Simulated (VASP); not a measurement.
# MgI2: single point with r2SCAN

Crystal: MgI2.

```xyz
3
Lattice="3.9971 0.0000 0.0000 -1.9986 3.4616 0.0000 0.0000 0.0000 6.6426" Properties=species:S:1:pos:R:3 pbc="T T T"
Mg    0.0000    0.0000    0.0000
I     0.0000    2.3077    1.6606
I     1.9986    1.1539    4.9819
```

```
Program             : VASP 6.6.1
Task                : single point
Functional          : r2SCAN
Potentials or basis : VASP PAW PBE potentials, release 64 (Mg, I)
Cutoff              : 660 eV
k mesh              : 5 × 5 × 3
Occupations         : gaussian, width 0.01 eV
Spin                : no spin polarisation
```

```
Pressure               : 4.4 GPa
Largest force          : 0.191 eV/Å
Band gap on the k mesh : 4.19 eV (least direct gap 4.90 eV)
```

Forces in eV/Å, atoms in the order of the input:
```
Mg   0.000  0.000  0.000
I    0.000  0.000  0.191
I    0.000  0.000 -0.191
```

Stress tensor (GPa, compression positive):
```
4.72 0.00 0.00
0.00 4.72 0.00
0.00 0.00 3.65
```

Levels at points of the mesh, in eV from the valence-band top:
```
           k point  band 6  band 7  band 8  band 9  band 10  band 11
(0.00, 0.00, 0.00)   -0.02    0.00    0.00    4.97     5.55     7.50
```

It took 5.3 min on 1 thread of AMD EPYC 7R13 (shared host), peak memory 0.25 GiB.

Caveat: the cell stands under pressure; the PAW data sets were made with another functional, which shifts forces and pressure a little; spin-orbit coupling is left out, which moves the levels of the heavy elements. r2SCAN opens gaps a little over a GGA but as a rule still falls short of measured ones.
